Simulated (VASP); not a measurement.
Crystal: S.

```xyz
2
Lattice="2.0812 1.2016 3.8593 -2.0812 1.2016 3.8593 0.0000 -2.4031 3.8593" Properties=species:S:1:pos:R:3 pbc="T T T"
S     0.0000    0.0000    2.6344
S     0.0000    0.0000    8.9435
```

* Program: VASP 6.6.1
* Task: relaxation of cell and atoms
* Functional: PBEsol
* Potentials or basis: VASP PAW PBE potentials, release 64 (S)
* Cutoff: 600 eV
* k mesh: 6 × 6 × 6
* Occupations: gaussian, width 0.1 eV
* Spin: no spin polarisation

At the start: pressure -12.9 GPa; volume 28.95 Å³/atom.

How do energy, volume and symmetry change on relaxing?

Over 28 steps the energy falls by 981.5 meV/atom and the volume is 16.52 Å³/atom (-43.0 %); space group R-3m (No. 166, to 0.05 Å).

Step by step:
```tsv
step	energy change (eV)	largest force (eV/Å)	pressure (GPa)	volume (Å³)
1	0.0000	0.8426	-12.93	57.91
2	-1.1981	0.5511	-4.38	40.44
3	-1.2319	0.8678	-0.89	38.34
4	-1.2325	0.9239	-0.23	38.00
5	-1.4596	1.4215	-0.30	36.09
6	-1.7834	1.1951	3.60	32.11
7	-0.6550	0.2534	41.70	23.41
8	-1.6671	1.2595	7.99	31.03
9	-1.6176	0.6383	16.49	27.31
10	-1.6776	1.1231	10.95	29.40
11	-1.7967	0.5681	4.68	30.16
12	-1.8162	0.2804	1.06	30.71
13	-1.8169	0.3179	1.50	30.63
14	-1.8304	0.3189	1.27	30.85
15	-1.8627	0.2638	0.48	31.47
16	-1.9036	0.0651	-1.52	32.64
17	-1.9080	0.0151	-1.86	32.99
18	-1.9261	0.1812	-2.60	33.65
19	-1.9031	0.5939	-4.45	34.88
20	-1.9299	0.2920	-3.08	33.97
21	-1.9458	0.3421	-1.94	33.67
22	-1.9497	0.3864	-1.16	33.45
23	-1.9501	0.4055	-0.93	33.38
24	-1.9579	0.2688	-0.36	33.15
25	-1.9624	0.0304	0.69	32.78
26	-1.9624	0.0484	0.61	32.81
27	-1.9630	0.0093	0.06	32.98
28	-1.9630	0.0014	-0.09	33.03
```

Final structure:
```cif
data_structure
_symmetry_space_group_name_H-M 'P 1'
_symmetry_Int_Tables_number 1
_cell_length_a 3.5557
_cell_length_b 3.5557
_cell_length_c 3.5557
_cell_angle_alpha 61.748
_cell_angle_beta 61.748
_cell_angle_gamma 61.748
_cell_volume 33.03
loop_
_atom_site_label
_atom_site_type_symbol
_atom_site_fract_x
_atom_site_fract_y
_atom_site_fract_z
_atom_site_occupancy
S1 S 0.24999 0.24999 0.24999 1
S2 S 0.75001 0.75001 0.75001 1
```

Caveat: the volume moved by over 15 % at a fixed basis, so the end points are rough; the PAW data sets were made with another functional, which shifts forces and pressure a little.
